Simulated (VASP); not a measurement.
Write the native input for VASP 6.6.1 that does the following.

```yaml
Task: single point
Functional: LDA
Potentials_or_basis: VASP PAW LDA potentials, release 64 (Au)
Cutoff: 520 eV
k_mesh: 10 × 10 × 10
Occupations: fermi-dirac, width 0.1 eV
Spin: no spin polarisation
Dipole_correction: no
Further_INCAR_settings: ALGO = Normal; EDIFF = 1e-06; NBANDS = 18
```

The structure of Au lies in POSCAR:

```
Au
1.0
    0.0000000000      2.9764863653      2.9764863653
    2.9764863653      0.0000000000      2.9764863653
    2.9764863653      2.9764863653      0.0000000000
Au
2
Direct
    0.1250000000      0.1250000000      0.1250000000
    0.8750000000      0.8750000000      0.8750000000
```

This isn't the form of Au at room conditions, which is fcc.

These files were run (other wordings do the same):

INCAR

```
SYSTEM = Au
PREC = Accurate ; ENCUT = 520
EDIFF = 1E-6 ; ISMEAR = -1
SIGMA = 0.1 ; LREAL = .False.
LASPH = .True. ; NELM = 60
ALGO = Normal ; ISIF = 2
LWAVE = .False. ; LCHARG = .True.
LELF = .True. ; LVHAR = .True.
NBANDS = 18
```

KPOINTS

```
Automatic mesh
0
Gamma
  10 10 10
  0 0 0
```

Potentials or basis: VASP PAW LDA potentials, release 64 (Au).

The run is started by

```console
$ cat potpaw_LDA.64/Au/POTCAR > POTCAR
$ mpirun -np 1 vasp_std > vasp.out
```

It gave:

```json
{
 "Pressure": "0.2 GPa",
 "Band gap on the k mesh": "zero (bands 11 and 12 overlap by 0.65 eV)"
}
```

Caveat: spin-orbit coupling is left out, which moves the levels of the heavy elements.

Run time: 22 s on 1 thread of AMD EPYC 7R13 Processor (Zen 3) (shared host), peak memory 0.14 GiB.
